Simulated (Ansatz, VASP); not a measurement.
## Two plane-wave programs on ZnSn

Contents of INCAR:

```
SYSTEM = ZnSn
  ALGO = Normal
  EDIFF = 1E-7
  ENCUT = 520
  GGA = PS
  ISIF = 2
  ISMEAR = -1
  LASPH = .TRUE.
  LCHARG = .TRUE.
  LELF = .TRUE.
  LREAL = .FALSE.
  LVHAR = .TRUE.
  LWAVE = .FALSE.
  NBANDS = 20
  NELM = 100
  PREC = Accurate
  SIGMA = 0.1
```

KPOINTS

```
k-points
0
G
  6 6 6
  0 0 0
```

Contents of POSCAR:

```
ZnSn
1.0
    3.3196150000      0.0000000000      0.0000000000
   -1.6598080000      2.8748780000      0.0000000000
   -1.6598080000      0.9582930000      4.0791950000
Sn Zn
1 1
Direct
    0.5000000000      0.5000000000      0.5000000000
    0.0000000000      0.0000000000      0.0000000000
```

Input for Ansatz:

```yaml
crystal:
  lattice:
    - [3.319615, 0.0, 0.0]
    - [-1.659808, 2.874878, 0.0]
    - [-1.659808, 0.958293, 4.079195]
  atoms:
    - { symbol: Sn, position: [0.5, 0.5, 0.5] }
    - { symbol: Zn, position: [0.0, 0.0, 0.0] }
  symmetry: { tolerance: 0.0003 }
kpoints:
  mp_grid: { grid: [6, 6, 6], shift: [0, 0, 0] }
magnetization:
  spin_polarized: false
scf:
  occupations: { method: fermi_dirac }
  convergence: { dr2_threshold: 1.0e-08 }
hamiltonian:
  pseudopotentials: { kind: paw }
  xc: pbesol
basis:
  ecutwfc: 420
output:
  forces: true
  stress: true
  eigenvalues: true
  write_density: true
  write_potential: true
  elf: true
  volumetric_format: npy
```

Alike in both runs: task single point; functional PBEsol; k mesh 6 × 6 × 6; no spin polarisation.

|  | VASP | Ansatz |
| --- | --- | --- |
| version | VASP 6.6.1 | Ansatz 0.2.0 |
| potentials or method | VASP PAW PBE potentials, release 64 (Sn_d, Zn), cutoff 520 eV | PAW plane waves |
| occupations | fermi-dirac, width 0.1 eV | fermi-dirac |
| valence electrons in the cell | 26 | 26 |

VASP gave:

```
gap on the k mesh at the Fermi level (eV)                     : none
pressure (GPa)                                                : 6.3
traceless stress, the component that is largest in VASP (GPa) : -4.70
```

Task: Estimate Ansatz's values.

Result: gap on the k mesh at the Fermi level (eV): none; pressure (GPa): 6.2; traceless stress, the component that is largest in VASP (GPa): -4.74.

VASP's potentials were made for PBE, not for PBEsol. A gap of «none» marks a metal or a gap that the smearing closes. Ansatz's warnings: stress scf threshold loose, structure snapped to symmetry.

The k mesh is coarse, so the values compare programs but aren't converged.
